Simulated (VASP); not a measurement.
# BeZnSe2 (P-6m2) in VASP: a series of runs, part 2 of 2

VASP 6.6.1. Earlier steps stand in the parts before.

## (3) Single point, PBE

This run uses another cell than the first one, of 25.97 Å³/atom, 1.233 times its volume.

File INCAR:

```
PREC = Accurate
ENCUT = 520
EDIFF = 1E-7
ISMEAR = 0
SIGMA = 0.1
LREAL = F
LASPH = T
NELM = 80
ALGO = Normal
ISIF = 2
LWAVE = F
LCHARG = F
GGA = PE
NBANDS = 21
```

File KPOINTS:

```
Automatic mesh
0
Gamma
  6 6 4
```

File POSCAR:

```
BeZnSe2
1.0
    4.6603132532      0.0000000000      0.0000000000
   -2.3301566266      4.0359496669      0.0000000000
    0.0000000000      0.0000000000      5.5228816526
Be Zn Se
1 1 2
Direct
    0.3333333333      0.6666666667      0.0000000000
    0.6666666667      0.3333333333      0.5000000000
    0.6666666667      0.3333333333      0.0000000000
    0.0000000000      0.0000000000      0.0000000000
```

Potentials or basis: VASP PAW PBE potentials, release 64 (Be, Zn, Se).

Run with:

```
$ cat potpaw_PBE.64/Be/POTCAR potpaw_PBE.64/Zn/POTCAR potpaw_PBE.64/Se/POTCAR > POTCAR
$ mpirun -np 1 vasp_std > vasp.out
```

OUTCAR:

```text
PREC = Accurate
   ENCUT = 520
   EDIFF = 1E-7
   ISMEAR = 0
   LREAL = F
   LASPH = T
   NELM = 80
   ISIF = 2
   GGA = PE

 ion  position               nearest neighbor table
   1  0.333  0.667  0.000-
   2  0.667  0.333  0.500-   3 2.76   3 2.76
   3  0.667  0.333  0.000-   4 2.69   4 2.69   4 2.69   2 2.76   2 2.76
   4  0.000  0.000  0.000-   3 2.69   3 2.69   3 2.69

  LATTYP: Found a hexagonal cell.
 ALAT       =     4.6603132532
 C/A-ratio  =     1.1850880730

  Lattice vectors:

 A1 = (   4.6603132532,   0.0000000000,   0.0000000000)
 A2 = (  -2.3301566266,   4.0359496669,   0.0000000000)
 A3 = (   0.0000000000,   0.0000000000,   5.5228816526)

Analysis of symmetry for initial positions (statically):
=====================================================================
 Subroutine PRICEL returns:
 Original cell was already a primitive cell.

 Routine SETGRP: Setting up the symmetry group for a
 hexagonal supercell.

 Subroutine GETGRP returns: Found 12 space group operations
 (whereof 12 operations were pure point group operations)
 out of a pool of 24 trial point group operations.

The static configuration has the point symmetry D_3h.

Analysis of symmetry for dynamics (positions and initial velocities):
=====================================================================
 Subroutine PRICEL returns:
 Original cell was already a primitive cell.

 Routine SETGRP: Setting up the symmetry group for a
 hexagonal supercell.

 Subroutine GETGRP returns: Found 12 space group operations
 (whereof 12 operations were pure point group operations)
[... 114 lines left out ...]
   NUPDOWN=      -1.0000    fix difference up-down
   EMIN   =  10.00;   EMAX   =-10.00  energy-range for DOS
   EFERMI =   0.00;   METHOD = LEGACY
   ISMEAR =     0;   SIGMA  =   0.10  broadening in eV -4-tet -1-fermi 0-gaus
   EFERMI_NEDOS =   21; number of points for ismear=-14 and -15
   IALGO  =     38    algorithm
   IMIX   =      4    mixing-type and parameters
     AMIX     =   0.40;   BMIX     =  1.00
     AMIX_MAG =   1.60;   BMIX_MAG =  1.00
  volume/ion in A,a.u.               =      25.97       175.25
  Fermi-wavevector in a.u.,A,eV,Ry     =   1.031709  1.949647 14.482351  1.064423
  Thomas-Fermi vector in A             =   2.165870
   LORBIT       =      0    0 simple, 1 ext, 2 COOP (PROOUT), +10 PAW based schemes
   GGA     = PE    functional components
   LHFCALC =     F    Hartree Fock is set to
   AEXX    =    0.0000 exact exchange contribution
   IVDW    =     0    specifies the selected vdW correction
   LEPSILON=     F    determine dielectric tensor
   LRPA    =     F    only Hartree local field effects (RPA)
 non-spin polarized calculation
 Gauss-broadening in eV      SIGMA  =   0.10
  energy-cutoff  :      520.00
  volume of cell :      103.88
 maximum number of plane-waves:      2821
 NGX is ok and might be reduce to    36
   NGX = 17   NGY = 17   NGZ = 21

 number of electron      26.0000002 magnetization

 Free energy of the ion-electron system (eV)
  ---------------------------------------------------
  ext. energy  EPLUGINS =         0.00000000
  ---------------------------------------------------
  free energy    TOTEN  =        -9.20880321 eV

  energy without entropy =       -9.18704296  energy(sigma->0) =       -9.19792308

 E-fermi :   1.8777     XC(G=0):  -8.3216

 val. band max:        1.8732603261   @ k =   0.5000   0.0000   0.0000
 cond. band min:       1.8803609531   @ k =   0.1667   0.1667   0.5000
 fundamental gap:      0.0071006271
 Fermi energy:         1.8777411216

 k-point     1 :       0.0000    0.0000    0.0000
  band No.  band energies     occupation
      1     -13.5010      2.00000
      2      -8.9890      2.00000
      3      -4.4457      2.00000
      4      -4.4457      2.00000
      5      -4.4126      2.00000
      6      -4.4126      2.00000
[... 493 lines left out ...]
     20       7.6843      0.00000
     21       7.8075      0.00000

------------------------ aborting loop because EDIFF is reached ----------------------------------------

  FORCE on cell =-STRESS in cart. coord.  units (eV):
  Direction    XX          YY          ZZ          XY          YZ          ZX
  --------------------------------------------------------------------------------------
  -------------------------------------------------------------------------------------
  Total        0.0970592      0.0970592      0.0318659      0.0000000      0.0000000      0.0000000
  in kB        1.4969967      1.4969967      0.4914848      0.0000000      0.0000000      0.0000000
  external PRESSURE =       1.1618260 kB  Pullay stress =       0.0000000 kB

 VOLUME and BASIS-vectors are now :
 -----------------------------------------------------------------------------
  energy-cutoff  :      520.00
  volume of cell :      103.88
      direct lattice vectors                 reciprocal lattice vectors
     4.660313253  0.000000000  0.000000000     0.214577850  0.123886580  0.000000000
    -2.330156627  4.035949667  0.000000000     0.000000000  0.247773159  0.000000000
     0.000000000  0.000000000  5.522881653     0.000000000  0.000000000  0.181064897

 POSITION                                       TOTAL-FORCE (eV/Angst)
 -----------------------------------------------------------------------------------
     -0.00000      2.69063      0.00000         0.000000      0.000000      0.000000
      2.33016      1.34532      2.76144         0.000000      0.000000      0.000000
      2.33016      1.34532      0.00000         0.000000      0.000000      0.000000
      0.00000      0.00000      0.00000        -0.000000      0.000000      0.000000
 -----------------------------------------------------------------------------------
    total drift:                               -0.000000      0.000000      0.000000

  FREE ENERGIE OF THE ION-ELECTRON SYSTEM (eV)
  ---------------------------------------------------
  free  energy   TOTEN  =        -9.2088032072 eV

  energy  without entropy=       -9.1870429552  energy(sigma->0) =       -9.19792308
```

Run time: 28 s. Hardware: 1 thread of Intel Xeon 6975P-C (Granite Rapids), shared host; peak memory 0.24 GiB.

What came out:

```yaml
Free_energy: -9.2088 eV
Pressure: 0.1 GPa
Band_gap_on_the_k_mesh: zero (band 13 reaches 2.87 eV, above the bottom of band 14 at 1.13 eV)
```

Levels at points of the mesh, in eV from the Fermi level:
| k point | band 11 | band 12 | band 13 | band 14 | band 15 | band 16 |
| --- | --- | --- | --- | --- | --- | --- |
| (0.00, 0.00, 0.00) | -2.61 | -2.55 | -2.55 | -0.41 | -0.08 | 3.71 |
| (0.50, 0.00, 0.00) | -1.98 | -1.56 | 0.00 | 1.45 | 1.48 | 2.03 |
| (0.00, 0.00, 0.50) | -2.51 | -2.51 | -0.72 | -0.26 | 1.02 | 3.52 |
| (0.50, 0.00, 0.50) | -2.53 | 0.03 | 1.00 | 1.49 | 1.83 | 2.20 |

## (4) Relaxation of cell and atoms, PBE

File INCAR:

```
PREC     = Accurate       # precision mode
ENCUT    = 600            # plane-wave cutoff, eV
EDIFF    = 1E-6           # SCF threshold, eV
ISMEAR   = 0              # smearing method
SIGMA    = 0.1            # smearing width, eV
LREAL    = False          # projectors in reciprocal space
LASPH    = True           # aspherical terms in the spheres
NELM     = 60             # most SCF steps
ALGO     = Normal         # electronic algorithm
ISIF     = 3              # what is computed and relaxed
LWAVE    = False          # write WAVECAR
LCHARG   = False          # write CHGCAR
GGA      = PE             # functional
IBRION   = 2              # ionic algorithm
NSW      = 90             # ionic steps
EDIFFG   = -0.04          # ionic threshold
```

File KPOINTS:

```
regular mesh
0
Gamma
  6 6 4
```

File POSCAR:

```
BeZnSe2
1.0
    3.9817068800      0.0000000000      0.0000000000
   -1.9908534400      3.4482593100      0.0000000000
    0.0000000000      0.0000000000      6.1344495700
Be Zn Se
1 1 2
Direct
    0.3333333300      0.6666666700      0.0000000000
    0.6666666700      0.3333333300      0.5000000000
    0.6666666700      0.3333333300      0.0000000000
    0.0000000000      0.0000000000      0.0000000000
```

Run with:

```
$ cat potpaw_PBE.64/Be/POTCAR potpaw_PBE.64/Zn/POTCAR potpaw_PBE.64/Se/POTCAR > POTCAR
$ mpirun -np 1 vasp_std > vasp.out
```

Run time: 2 min. Hardware: 1 thread of Intel Xeon 6975P-C (Granite Rapids), shared host; peak memory 0.25 GiB.

Results (log left out):

- Free energy: -9.2066 eV
- Relaxed volume: 25.90 Å³/atom
- Relaxed cell: a = 4.655 Å, b = 4.655 Å, c = 5.522 Å, α = 90.00°, β = 90.00°, γ = 120.00°
- Space group after relaxing (to 0.05 Å): P-6m2 (No. 187)
- Energy gained by relaxing: 691.6 meV/atom
- Ionic steps: 10
- Pressure after relaxing: 0.2 GPa
- Band gap on the k mesh: zero (band 13 reaches 2.89 eV, above the bottom of band 14 at 1.15 eV)

Stress tensor (GPa, compression positive):
```
0.22 0.00 0.00
0.00 0.22 0.00
0.00 0.00 0.07
```

Step by step:
```tsv
step	energy change (eV)	largest force (eV/Å)	pressure (GPa)	volume (Å³)
1	0.0000	0.0000	26.25	84.23
2	-2.3549	0.0000	-4.49	131.73
3	-2.6433	0.0000	-0.25	113.62
4	-2.6457	0.0000	-0.71	115.09
5	-2.6453	0.0000	-0.52	114.42
6	-2.6730	0.0000	-0.47	112.71
7	-2.7504	0.0000	-0.22	107.53
8	-2.7212	0.0000	1.52	96.98
9	-2.7649	0.0000	0.38	102.57
10	-2.7664	0.0000	0.17	103.62
```

Final structure:
```yaml
crystal:
  lattice:
    - [4.65484, 0.00000, 0.00000]
    - [-2.32742, 4.03121, 0.00000]
    - [0.00000, 0.00000, 5.52189]
  atoms:
    - { symbol: Be, position: [0.33333, 0.66667, 0.00000] }
    - { symbol: Zn, position: [0.66667, 0.33333, 0.50000] }
    - { symbol: Se, position: [0.66667, 0.33333, 0.00000] }
    - { symbol: Se, position: [0.00000, 0.00000, 0.00000] }
```

Levels at points of the mesh, in eV from the Fermi level:
| k point | band 9 | band 10 | band 11 | band 12 | band 13 | band 14 | band 15 | band 16 | band 17 |
| --- | --- | --- | --- | --- | --- | --- | --- | --- | --- |
| (0.00, 0.00, 0.00) | -4.96 | -4.80 | -2.62 | -2.56 | -2.56 | -0.41 | -0.07 | 3.71 | 5.65 |
| (0.50, 0.00, 0.00) | -5.32 | -3.75 | -1.99 | -1.56 | 0.00 | 1.46 | 1.48 | 2.02 | 2.68 |
| (0.00, 0.00, 0.50) | -4.86 | -4.86 | -2.52 | -2.52 | -0.72 | -0.25 | 1.01 | 3.52 | 3.64 |
| (0.50, 0.00, 0.50) | -5.23 | -4.53 | -2.54 | 0.04 | 0.99 | 1.49 | 1.83 | 2.21 | 3.10 |

Caveat: the volume moved by over 15 % at a fixed basis, so the end points are rough.

## (5) Overview

| task | cell | cutoff (eV) | gap on the mesh (eV) | pressure (GPa) |
| --- | --- | --- | --- | --- |
| single point | a = 3.982, b = 3.982, c = 6.134 Å, angles 90.0, 90.0, 120.0°, 4 atoms | 520 | none | 26.3 |
| single point | a = 4.660, b = 4.660, c = 5.523 Å, angles 90.0, 90.0, 120.0°, 4 atoms | 520 | none | 0.1 |
| relaxation of cell and atoms | relaxed from a = 3.982, b = 3.982, c = 6.134 Å, angles 90.0, 90.0, 120.0°, 4 atoms | 600 | none | 0.2 |

Alike in all rows: level PBE; potentials or basis VASP PAW PBE potentials, release 64 (Be, Zn, Se); no spin polarisation; k mesh 6 × 6 × 4; smearing gaussian 0.1 eV.

Caveats: the volume moved by over 15 % at a fixed basis, so the end points are rough (some runs).

Total energies depend on the potentials used, so only differences within one code and one set of settings carry meaning.
